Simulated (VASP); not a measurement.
Set up this calculation in VASP 6.6.1, as the native input.

* Task: single point
* Functional: PBE
* Potentials or basis: VASP PAW PBE potentials, release 64 (Mg)
* Cutoff: 520 eV
* k mesh: 16 × 16 × 16
* Occupations: gaussian, width 0.05 eV
* Spin: no spin polarisation
* Dipole correction: no
* Further INCAR settings: ALGO = Normal; EDIFF = 1e-06; NBANDS = 7

The structure of Mg lies in POSCAR:

```
Mg
1.0
   -1.7899287686      1.7899287686      1.7899287686
    1.7899287686     -1.7899287686      1.7899287686
    1.7899287686      1.7899287686     -1.7899287686
Mg
1
Direct
    0.0000000000      0.0000000000      0.0000000000
```

One way to write it, as run:

INCAR

```
SYSTEM = Mg
ALGO = Normal
EDIFF = 1E-6
ENCUT = 520
GGA = PE
ISIF = 2
ISMEAR = 0
LASPH = .True.
LCHARG = .False.
LREAL = .False.
LWAVE = .False.
NBANDS = 7
NELM = 60
PREC = Accurate
SIGMA = 0.05
```

KPOINTS

```
k-points
0
Gamma
  16 16 16
  0 0 0
```

Potentials or basis: VASP PAW PBE potentials, release 64 (Mg).

Launch:

```sh
$ cat potpaw_PBE.64/Mg/POTCAR > POTCAR
$ mpirun -np 1 vasp_std > vasp.out
```

It gave:

| Property | Result |
| --- | --- |
| Pressure | -0.1 GPa |
| Band gap on the k mesh | zero (band 1 reaches 6.51 eV, above the bottom of band 2 at 1.74 eV) |

It took 16 s on 1 thread of AMD EPYC 7R43 64-Core Processor (Zen 3), with other jobs on the host, peak memory 0.12 GiB.
